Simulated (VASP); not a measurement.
# YHg (Pm-3m) in VASP: further runs

YHg is run at these levels: LDA; tasks: single point.

Everything below comes from runs of VASP 6.6.1. Logs are shortened: lines on timing, memory, paths and dates and some standing lists are left out, and cuts for length are marked.

**1. The cell of the first run**

Symmetry: Pm-3m, No. 221, cubic system. The conventional cell has a = 3.680 Å, b = 3.680 Å, c = 3.680 Å, α = 90.00°, β = 90.00°, γ = 90.00°. Y (site symmetry m-3m) has 8 Hg at 3.19 Å and 6 Y at 3.68 Å within 4.2 Å. Within 4.2 Å of Hg (site symmetry m-3m) lie 8 Y at 3.19 Å and 6 Hg at 3.68 Å.

**2. Single point, LDA, collinear spin**

Contents of INCAR:

```
SYSTEM = YHg
PREC = Accurate
ENCUT = 500
EDIFF = 1E-6
ISMEAR = -1
SIGMA = 0.08
LREAL = .FALSE.
LASPH = .TRUE.
NELM = 200
ALGO = Normal
ISIF = 2
LWAVE = .FALSE.
LCHARG = .TRUE.
ISPIN = 2
MAGMOM = 0.15 0
LORBIT = 11
NUPDOWN = 0.15
LMAXMIX = 4
GGA = CA
LELF = .TRUE.
LVHAR = .TRUE.
NBANDS = 22
GGA_COMPAT = .FALSE.
```

Contents of KPOINTS:

```
regular mesh
0
G
  9 9 9
  0 0 0
```

Contents of POSCAR:

```
YHg
1.0
    3.6800000000      0.0000000000      0.0000000000
    0.0000000000      3.6800000000      0.0000000000
    0.0000000000      0.0000000000      3.6800000000
Y Hg
1 1
Direct
    0.5000000000      0.5000000000      0.5000000000
    0.0000000000      0.0000000000      0.0000000000
```

Potentials or basis: VASP PAW LDA potentials, release 64 (Y_sv, Hg).

Run with:

```bash
$ cat potpaw_LDA.64/Y_sv/POTCAR potpaw_LDA.64/Hg/POTCAR > POTCAR
$ mpirun -np 1 vasp_std > vasp.out
```

OUTCAR:

```text
SYSTEM = YHg
   PREC = Accurate
   ENCUT = 500
   EDIFF = 1E-6
   ISMEAR = -1
   LREAL = .FALSE.
   LASPH = .TRUE.
   NELM = 200
   ISIF = 2
   ISPIN = 2
   LORBIT = 11
   NUPDOWN = 0.15
   GGA = CA

 ion  position               nearest neighbor table
   1  0.500  0.500  0.500-   2 3.19   2 3.19   2 3.19   2 3.19   2 3.19   2 3.19   2 3.19   2 3.19

   2  0.000  0.000  0.000-   1 3.19   1 3.19   1 3.19   1 3.19   1 3.19   1 3.19   1 3.19   1 3.19

  LATTYP: Found a simple cubic cell.
 ALAT       =     3.6800000000

  Lattice vectors:

 A1 = (   3.6800000000,   0.0000000000,   0.0000000000)
 A2 = (   0.0000000000,   3.6800000000,   0.0000000000)
 A3 = (   0.0000000000,   0.0000000000,   3.6800000000)

Analysis of symmetry for initial positions (statically):
=====================================================================
 Subroutine PRICEL returns:
 Original cell was already a primitive cell.

 Routine SETGRP: Setting up the symmetry group for a
 simple cubic supercell.

 Subroutine GETGRP returns: Found 48 space group operations
 (whereof 48 operations were pure point group operations)
 out of a pool of 48 trial point group operations.

The static configuration has the point symmetry O_h .

Analysis of symmetry for dynamics (positions and initial velocities):
=====================================================================
 Subroutine PRICEL returns:
 Original cell was already a primitive cell.

 Routine SETGRP: Setting up the symmetry group for a
 simple cubic supercell.

 Subroutine GETGRP returns: Found 48 space group operations
 (whereof 48 operations were pure point group operations)
 out of a pool of 48 trial point group operations.

The dynamic configuration has the point symmetry O_h .

Analysis of structural, dynamic, and magnetic symmetry:
=====================================================================
 Subroutine PRICEL returns:
 Original cell was already a primitive cell.

 Routine SETGRP: Setting up the symmetry group for a
 simple cubic supercell.

 Subroutine GETGRP returns: Found 48 space group operations
 (whereof 48 operations were pure point group operations)
 out of a pool of 48 trial point group operations.

The overall configuration has the point symmetry O_h .

 Subroutine INISYM returns: Found 48 space group operations
 (whereof 48 operations are pure point group operations),
 and found     1 'primitive' translations

----------------------------------------------------------------------------------------

[... 111 lines left out ...]
     AMIX     =   0.40;   BMIX     =  1.00
     AMIX_MAG =   1.60;   BMIX_MAG =  1.00
  volume/ion in A,a.u.               =      24.92       168.16
  Fermi-wavevector in a.u.,A,eV,Ry     =   1.265133  2.390755 21.776972  1.600562
  Thomas-Fermi vector in A             =   2.398402
   LORBIT       =     11    0 simple, 1 ext, 2 COOP (PROOUT), +10 PAW based schemes
   GGA     = CA    functional components
   LHFCALC =     F    Hartree Fock is set to
   AEXX    =    0.0000 exact exchange contribution
   IVDW    =     0    specifies the selected vdW correction
   LEPSILON=     F    determine dielectric tensor
   LRPA    =     F    only Hartree local field effects (RPA)
 spin polarized calculation
  energy-cutoff  :      500.00
  volume of cell :       49.84
 maximum number of plane-waves:      1309
 NGX is ok and might be reduce to    28
   NGX = 13   NGY = 13   NGZ = 13

 number of electron      23.0000002 magnetization       0.1500000

 Free energy of the ion-electron system (eV)
  ---------------------------------------------------
  ext. energy  EPLUGINS =         0.00000000
  ---------------------------------------------------
  free energy    TOTEN  =        -9.20659561 eV

  energy without entropy =       -9.16486790  energy(sigma->0) =       -9.18573176

 E-fermi :   3.7869     XC(G=0): -10.8743

 val. band max:        3.8424933889   @ k =   0.2222   0.2222   0.0000
 cond. band min:       3.8151423878   @ k =   0.4444   0.3333   0.0000
 fundamental gap:     -0.0273510012
 Fermi energy:         3.8843000605

 spin component 1

 k-point     1 :       0.0000    0.0000    0.0000
  band No.  band energies     occupation
      1     -39.0683      1.00000
      2     -19.0757      1.00000
      3     -19.0757      1.00000
      4     -19.0757      1.00000
      5      -4.1728      1.00000
      6      -3.9371      1.00000
[... 589 lines left out ...]
     21      14.6948      0.00000
     22      16.9672      0.00000

 [... further k-points ...]

 spin component 2

 k-point     1 :       0.0000    0.0000    0.0000
  band No.  band energies     occupation
      1     -39.0352      1.00000
      2     -19.0364      1.00000
      3     -19.0364      1.00000
      4     -19.0364      1.00000
      5      -4.1308      1.00000
      6      -3.9226      1.00000
[... 589 lines left out ...]
     21      14.7574      0.00000
     22      17.0199      0.00000

 [... further k-points ...]
[... 5 lines left out ...]
  --------------------------------------------------------------------------------------
  -------------------------------------------------------------------------------------
  Total       -0.9765133     -0.9765133     -0.9765133      0.0000000     -0.0000000      0.0000000
  in kB      -31.3939004    -31.3939004    -31.3939004      0.0000000     -0.0000000      0.0000000
  external PRESSURE =     -31.3939004 kB  Pullay stress =       0.0000000 kB

 VOLUME and BASIS-vectors are now :
 -----------------------------------------------------------------------------
  energy-cutoff  :      500.00
  volume of cell :       49.84
      direct lattice vectors                 reciprocal lattice vectors
     3.680000000  0.000000000  0.000000000     0.271739130  0.000000000  0.000000000
     0.000000000  3.680000000  0.000000000     0.000000000  0.271739130  0.000000000
     0.000000000  0.000000000  3.680000000     0.000000000  0.000000000  0.271739130

 POSITION                                       TOTAL-FORCE (eV/Angst)
 -----------------------------------------------------------------------------------
      1.84000      1.84000      1.84000         0.000000      0.000000      0.000000
      0.00000      0.00000      0.00000         0.000000      0.000000      0.000000
 -----------------------------------------------------------------------------------
    total drift:                               -0.000000      0.000000      0.000000

  FREE ENERGIE OF THE ION-ELECTRON SYSTEM (eV)
  ---------------------------------------------------
  free  energy   TOTEN  =        -9.2065956069 eV

  energy  without entropy=       -9.1648679041  energy(sigma->0) =       -9.18573176

 total charge

# of ion       s       p       d       f       tot
--------------------------------------------------
    1        2.223   6.316   0.901   0.022   9.462
    2        0.895   0.501   9.213   0.000  10.609
--------------------------------------------------
tot          3.118   6.818  10.113   0.022  20.070

 magnetization (x)

# of ion       s       p       d       f       tot
--------------------------------------------------
    1        0.001   0.016   0.066   0.000   0.083
    2       -0.001   0.012   0.005   0.000   0.016
--------------------------------------------------
tot         -0.000   0.028   0.071   0.000   0.099
```

OSZICAR:

```text
N       E                     dE             d eps       ncg     rms          rms(c)
DAV:   1     0.137500083620E+03    0.13750E+03   -0.11115E+04  3112   0.971E+02
DAV:   2    -0.329865992274E+01   -0.14080E+03   -0.13415E+03  3572   0.262E+02
DAV:   3    -0.961875908551E+01   -0.63201E+01   -0.62013E+01  4704   0.464E+01
DAV:   4    -0.973310808077E+01   -0.11435E+00   -0.11429E+00  3272   0.494E+00
DAV:   5    -0.973411445755E+01   -0.10064E-02   -0.10064E-02  3744   0.424E-01    0.291E+01
DAV:   6    -0.930135257190E+01    0.43276E+00   -0.54608E-01  3458   0.605E+00    0.177E+01
DAV:   7    -0.921278833027E+01    0.88564E-01   -0.32878E-01  3748   0.337E+00    0.337E+00
DAV:   8    -0.920938486866E+01    0.34035E-02   -0.22019E-02  3476   0.912E-01    0.129E+00
DAV:   9    -0.920670445084E+01    0.26804E-02   -0.63039E-03  3558   0.531E-01    0.330E-01
DAV:  10    -0.920659274564E+01    0.11171E-03   -0.99031E-04  3918   0.189E-01    0.629E-02
DAV:  11    -0.920659254025E+01    0.20539E-06   -0.42456E-05  3710   0.339E-02    0.334E-02
DAV:  12    -0.920659570719E+01   -0.31669E-05   -0.66403E-06  3504   0.168E-02    0.121E-02
DAV:  13    -0.920659560694E+01    0.10025E-06   -0.56769E-07  2440   0.487E-03
   1 F= -.92065956E+01 E0= -.91857318E+01  d E =-.417277E-01  mag=     0.1500
```

Wall time 47 s (1 thread of Intel Xeon Platinum 8559C (Emerald Rapids), shared host); peak memory 0.2 GiB.

Results:

```yaml
Free_energy: -9.2066 eV
Pressure: -3.1 GPa
Net_moment: 0.15 μB per cell
Site_moments: Y +0.08; Hg +0.02 μB
Valence_electrons_inside_the_program's_atomic_spheres: Y 9.46; Hg 10.61
```

Caveat: the cell stands under tension; spin-orbit coupling is left out, which moves the levels of the heavy elements; the total moment is fixed, so each spin has its own Fermi level.

**3. Single point, LDA, collinear spin**

Contents of INCAR:

```
SYSTEM = YHg
PREC = Accurate
ENCUT = 500
EDIFF = 1E-6
ISMEAR = -1
SIGMA = 0.08
LREAL = .False.
LASPH = .True.
NELM = 200
ALGO = Normal
ISIF = 2
LWAVE = .False.
LCHARG = .False.
ISPIN = 2
MAGMOM = 0.5 0
LORBIT = 11
NUPDOWN = 0.5
LMAXMIX = 4
NBANDS = 22
GGA_COMPAT = .False.
```

Contents of KPOINTS:

```
regular mesh
0
Gamma
  9 9 9
  0 0 0
```

POSCAR is that of step 2.

Potentials or basis: VASP PAW LDA potentials, release 64 (Y_sv, Hg).

Run with:

```bash
$ cat potpaw_LDA.64/Y_sv/POTCAR potpaw_LDA.64/Hg/POTCAR > POTCAR
$ mpirun -np 1 vasp_std > vasp.out
```

OUTCAR:

```text
SYSTEM = YHg
   PREC = Accurate
   ENCUT = 500
   EDIFF = 1E-6
   ISMEAR = -1
   LREAL = .False.
   LASPH = .True.
   NELM = 200
   ISIF = 2
   ISPIN = 2
   LORBIT = 11
   NUPDOWN = 0.5

 ion  position               nearest neighbor table
   1  0.500  0.500  0.500-   2 3.19   2 3.19   2 3.19   2 3.19   2 3.19   2 3.19   2 3.19   2 3.19

   2  0.000  0.000  0.000-   1 3.19   1 3.19   1 3.19   1 3.19   1 3.19   1 3.19   1 3.19   1 3.19

  LATTYP: Found a simple cubic cell.
 ALAT       =     3.6800000000

  Lattice vectors:

 A1 = (   3.6800000000,   0.0000000000,   0.0000000000)
 A2 = (   0.0000000000,   3.6800000000,   0.0000000000)
 A3 = (   0.0000000000,   0.0000000000,   3.6800000000)

Analysis of symmetry for initial positions (statically):
=====================================================================
 Subroutine PRICEL returns:
 Original cell was already a primitive cell.

 Routine SETGRP: Setting up the symmetry group for a
 simple cubic supercell.

 Subroutine GETGRP returns: Found 48 space group operations
 (whereof 48 operations were pure point group operations)
 out of a pool of 48 trial point group operations.

The static configuration has the point symmetry O_h .

Analysis of symmetry for dynamics (positions and initial velocities):
=====================================================================
 Subroutine PRICEL returns:
 Original cell was already a primitive cell.

 Routine SETGRP: Setting up the symmetry group for a
 simple cubic supercell.

 Subroutine GETGRP returns: Found 48 space group operations
 (whereof 48 operations were pure point group operations)
 out of a pool of 48 trial point group operations.

The dynamic configuration has the point symmetry O_h .

Analysis of structural, dynamic, and magnetic symmetry:
[... 143 lines left out ...]
  energy-cutoff  :      500.00
  volume of cell :       49.84
 maximum number of plane-waves:      1309
 NGX is ok and might be reduce to    28
   NGX = 13   NGY = 13   NGZ = 13

 number of electron      23.0000002 magnetization       0.5000000

 Free energy of the ion-electron system (eV)
  ---------------------------------------------------
  ext. energy  EPLUGINS =         0.00000000
  ---------------------------------------------------
  free energy    TOTEN  =        -9.16827791 eV

  energy without entropy =       -9.12501374  energy(sigma->0) =       -9.14664582

 E-fermi :   3.6282     XC(G=0): -10.8721

 val. band max:        3.9599823616   @ k =   0.1111   0.1111   0.1111
 cond. band min:       3.6290697879   @ k =   0.2222   0.1111   0.1111
 fundamental gap:     -0.3309125737
 Fermi energy:         3.9618623508

 spin component 1

 k-point     1 :       0.0000    0.0000    0.0000
  band No.  band energies     occupation
      1     -39.0365      1.00000
      2     -19.0552      1.00000
      3     -19.0552      1.00000
      4     -19.0552      1.00000
      5      -4.2344      1.00000
      6      -3.9856      1.00000
[... 589 lines left out ...]
     21      14.6412      0.00000
     22      16.9173      0.00000

 [... further k-points ...]

 spin component 2

 k-point     1 :       0.0000    0.0000    0.0000
  band No.  band energies     occupation
      1     -38.9305      1.00000
      2     -18.9294      1.00000
      3     -18.9294      1.00000
      4     -18.9294      1.00000
      5      -4.0914      1.00000
      6      -3.9359      1.00000
[... 589 lines left out ...]
     21      14.8449      0.00000
     22      17.0942      0.00000

 [... further k-points ...]
[... 5 lines left out ...]
  --------------------------------------------------------------------------------------
  -------------------------------------------------------------------------------------
  Total       -0.9886017     -0.9886017     -0.9886017     -0.0000000     -0.0000000      0.0000000
  in kB      -31.7825304    -31.7825304    -31.7825304     -0.0000000     -0.0000000      0.0000000
  external PRESSURE =     -31.7825304 kB  Pullay stress =       0.0000000 kB

 VOLUME and BASIS-vectors are now :
 -----------------------------------------------------------------------------
  energy-cutoff  :      500.00
  volume of cell :       49.84
      direct lattice vectors                 reciprocal lattice vectors
     3.680000000  0.000000000  0.000000000     0.271739130  0.000000000  0.000000000
     0.000000000  3.680000000  0.000000000     0.000000000  0.271739130  0.000000000
     0.000000000  0.000000000  3.680000000     0.000000000  0.000000000  0.271739130

 POSITION                                       TOTAL-FORCE (eV/Angst)
 -----------------------------------------------------------------------------------
      1.84000      1.84000      1.84000         0.000000      0.000000      0.000000
      0.00000      0.00000      0.00000         0.000000      0.000000      0.000000
 -----------------------------------------------------------------------------------
    total drift:                               -0.000000      0.000000      0.000000

  FREE ENERGIE OF THE ION-ELECTRON SYSTEM (eV)
  ---------------------------------------------------
  free  energy   TOTEN  =        -9.1682779082 eV

  energy  without entropy=       -9.1250137352  energy(sigma->0) =       -9.14664582

 total charge

# of ion       s       p       d       f       tot
--------------------------------------------------
    1        2.220   6.306   0.923   0.021   9.471
    2        0.897   0.491   9.217   0.000  10.605
--------------------------------------------------
tot          3.117   6.797  10.140   0.021  20.075

 magnetization (x)

# of ion       s       p       d       f       tot
--------------------------------------------------
    1        0.004   0.051   0.211   0.001   0.268
    2       -0.002   0.045   0.016   0.000   0.059
--------------------------------------------------
tot          0.002   0.097   0.227   0.001   0.327
```

It took 51 s on 1 thread of Intel Xeon Platinum 8559C (Emerald Rapids), shared host; peak memory 0.19 GiB.

Results:

```yaml
Free_energy: -9.1683 eV
Pressure: -3.2 GPa
Net_moment: 0.50 μB per cell
Site_moments: Y +0.27; Hg +0.06 μB
Valence_electrons_inside_the_program's_atomic_spheres: Y 9.47; Hg 10.61
```

Caveat: the cell stands under tension; spin-orbit coupling is left out, which moves the levels of the heavy elements; the total moment is fixed, so each spin has its own Fermi level.

**4. Single point, LDA, collinear spin**

Contents of INCAR:

```
  ALGO = Normal
  EDIFF = 1E-6
  ENCUT = 500
  GGA_COMPAT = False
  ISIF = 2
  ISMEAR = -1
  ISPIN = 2
  LASPH = True
  LCHARG = False
  LMAXMIX = 4
  LORBIT = 11
  LREAL = False
  LWAVE = False
  MAGMOM = 1.2 0
  NBANDS = 22
  NELM = 200
  NUPDOWN = 1.2
  PREC = Accurate
  SIGMA = 0.08
```

Contents of KPOINTS:

```
k-points
0
Gamma
  9 9 9
```

POSCAR is that of step 3.

Run with:

```bash
$ cat potpaw_LDA.64/Y_sv/POTCAR potpaw_LDA.64/Hg/POTCAR > POTCAR
$ mpirun -np 1 vasp_std > vasp.out
```

Wall time 41 s (1 thread of Intel Xeon Platinum 8559C (Emerald Rapids), shared host); peak memory 0.19 GiB.

Results (log left out):

```
Free energy                                           : -8.9160 eV
Pressure                                              : -2.7 GPa
Net moment                                            : 1.20 μB per cell
Site moments                                          : Y +0.60; Hg +0.16 μB
Valence electrons inside the program's atomic spheres : Y 9.50; Hg 10.60
```

Caveat: spin-orbit coupling is left out, which moves the levels of the heavy elements; the total moment is fixed, so each spin has its own Fermi level.

[end of part 1 of 2]
